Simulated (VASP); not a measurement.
Set up this calculation in VASP 6.6.1, as the native input.

```
Task                   : single point
Functional             : PBE
Potentials or basis    : VASP PAW PBE potentials, release 64 (Mo_sv)
Cutoff                 : 520 eV
k mesh                 : 18 × 18 × 18
Occupations            : fermi-dirac, width 0.05 eV
Spin                   : no spin polarisation
Dipole correction      : no
Further INCAR settings : ALGO = Normal; EDIFF = 1e-07; NBANDS = 13
```

The structure of Mo lies in POSCAR:

```
Mo
1.0
   -1.5878675584      1.5878675584      1.5878675584
    1.5878675584     -1.5878675584      1.5878675584
    1.5878675584      1.5878675584     -1.5878675584
Mo
1
Direct
    0.0000000000      0.0000000000      0.0000000000
```

These files were run (other wordings do the same):

INCAR

```
SYSTEM = Mo
PREC = Accurate ; ENCUT = 520
EDIFF = 1E-7 ; ISMEAR = -1
SIGMA = 0.05 ; LREAL = .False.
LASPH = .True. ; NELM = 100
ALGO = Normal ; ISIF = 2
LWAVE = .False. ; LCHARG = .False.
GGA = PE ; NBANDS = 13
```

KPOINTS

```
Automatic mesh
0
Gamma
  18 18 18
  0 0 0
```

Potentials or basis: VASP PAW PBE potentials, release 64 (Mo_sv).

Run with:

```sh
$ cat potpaw_PBE.64/Mo_sv/POTCAR > POTCAR
$ mpirun -np 1 vasp_std > vasp.out
```

Results of the run:

```json
{
  "Pressure": "-3.1 GPa",
  "Band gap on the k mesh": "zero (bands 7 and 8 overlap by 5.16 eV)"
}
```

Caveat: the cell stands under tension.

Run time: 17 s on 1 thread of AMD EPYC 9R45 96-Core Processor (Zen 5), with other jobs on the host, peak memory 0.12 GiB.
